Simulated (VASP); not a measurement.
Wanted: the native input for a VASP 6.6.1 run.

- Task: single point
- Functional: PBEsol
- Potentials or basis: VASP PAW PBE potentials, release 64 (Nb_sv)
- Cutoff: 520 eV
- k mesh: 17 × 17 × 9
- Occupations: fermi-dirac, width 0.05 eV
- Spin: no spin polarisation
- Dipole correction: no
- Further INCAR settings: ALGO = Normal; EDIFF = 1e-07; NBANDS = 20

The structure of Nb lies in POSCAR:

```
Nb
1.0
    2.4269818349      0.0000000000      0.0000000000
   -1.2134909175      2.1018279236      0.0000000000
    0.0000000000      0.0000000000      4.2403983909
Nb
2
Direct
    0.3333333333      0.6666666667      0.2500000000
    0.6666666667      0.3333333333      0.7500000000
```

This isn't the form of Nb at room conditions, which is bcc.

One way to write it, as run:

INCAR

```
  PREC = Accurate
  ENCUT = 520
  EDIFF = 1E-7
  ISMEAR = -1
  SIGMA = 0.05
  LREAL = False
  LASPH = True
  NELM = 80
  ALGO = Normal
  ISIF = 2
  LWAVE = False
  LCHARG = True
  GGA = PS
  LELF = True
  LVHAR = True
  NBANDS = 20
```

KPOINTS

```
regular mesh
0
Gamma
  17 17 9
```

Potentials or basis: VASP PAW PBE potentials, release 64 (Nb_sv).

The run is started by

```console
$ cat potpaw_PBE.64/Nb_sv/POTCAR > POTCAR
$ mpirun -np 1 vasp_std > vasp.out
```

Results of the run:

```yaml
Pressure: 219.7 GPa
Band_gap_on_the_k_mesh: zero (bands 13 and 14 overlap by 3.18 eV)
```

Caveat: the cell stands under pressure; the PAW data sets were made with another functional, which shifts forces and pressure a little.

It took 77 s on 1 thread of Intel Xeon 8259CL, on a shared host, peak memory 0.17 GiB.
